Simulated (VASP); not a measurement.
ScOs3: single point with PBE

Crystal: ScOs3.

```
CELL_PARAMETERS angstrom
-1.97551 1.97551 3.95122
1.97551 -1.97551 3.95122
1.97551 1.97551 -3.95122
ATOMIC_POSITIONS crystal
Sc 0.00000 0.00000 0.00000
Os 0.50000 0.50000 0.00000
Os 0.25000 0.75000 0.50000
Os 0.75000 0.25000 0.50000
```

```yaml
Program: VASP 6.6.1
Task: single point
Functional: PBE
Potentials_or_basis: VASP PAW PBE potentials, release 64 (Sc_sv, Os)
Cutoff: 520 eV
k_mesh: 6 × 6 × 6
Occupations: gaussian, width 0.1 eV
Spin: no spin polarisation
```

| Item | Value |
| --- | --- |
| Pressure | 0.1 GPa |
| Band gap on the k mesh | zero (an odd number of electrons rules out a gap without spin polarisation) |

Stress tensor (GPa, compression positive):
```
-0.06  0.00  0.00
 0.00 -0.06  0.00
 0.00  0.00  0.30
```

Levels at points of the mesh, in eV from the Fermi level:
```
           k point  band 13  band 14  band 15  band 16  band 17  band 18  band 19  band 20  band 21  band 22
(0.00, 0.00, 0.00)    -2.84    -1.25    -0.51    -0.51    -0.29     0.13     1.14     3.08     3.10     3.25
(0.50, 0.00, 0.00)    -2.50    -2.40    -2.37    -1.26    -0.23    -0.19    -0.10     1.52     1.83     2.35
(0.50, 0.50, 0.00)    -2.01    -1.94    -0.94    -0.86    -0.38     0.28     0.46     0.91     1.03     1.71
(0.50, 0.50, 0.50)    -1.45    -0.21    -0.21    -0.21     1.17     1.17     1.35     2.17     3.08     3.08
```

Run time: 99 s on 1 thread of Oxide Virtual Turin-like Processor (shared host), peak memory 0.19 GiB.

Caveat: spin-orbit coupling is left out, which moves the levels of the heavy elements.
